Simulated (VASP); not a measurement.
**Cu: single point with LDA**

The system is Cu.

```
Cu
1.0
     0.00000    1.75918    1.75918
     1.75918    0.00000    1.75918
     1.75918    1.75918    0.00000
Cu
1
Direct
  0.00000 0.00000 0.00000
```

```
Program                : VASP 6.6.1
Task                   : single point
Functional             : LDA
Potentials or basis    : VASP PAW LDA potentials, release 64 (Cu_sv_GW)
Cutoff                 : 700 eV
k mesh                 : 28 × 28 × 28
Occupations            : fermi-dirac, width 0.15 eV
Spin                   : no spin polarisation
Dipole correction      : no
Further INCAR settings : ALGO = Normal; EDIFF = 1e-06; NBANDS = 16
```

```json
{
 "Pressure": "-4.3 GPa",
 "Band gap on the k mesh": "zero (an odd number of electrons rules out a gap without spin polarisation)"
}
```

Levels at points of the mesh, in eV from the Fermi level:
```csv
k point,band 7,band 8,band 9,band 10,band 11,band 12,band 13,band 14
"(0.00, 0.00, 0.00)",-3.35,-3.35,-2.39,-2.39,23.31,26.40,26.40,26.40
"(0.50, 0.00, 0.00)",-3.39,-1.74,-1.74,-1.30,4.11,21.78,23.15,23.15
"(0.50, 0.50, 0.00)",-1.75,-1.57,-1.57,1.34,7.66,13.58,13.58,18.45
```

Run time: 95 s on 1 thread of AMD EPYC 9R45 96-Core Processor (Zen 5) (shared host), peak memory 0.28 GiB.

Caveat: the cell stands under tension.
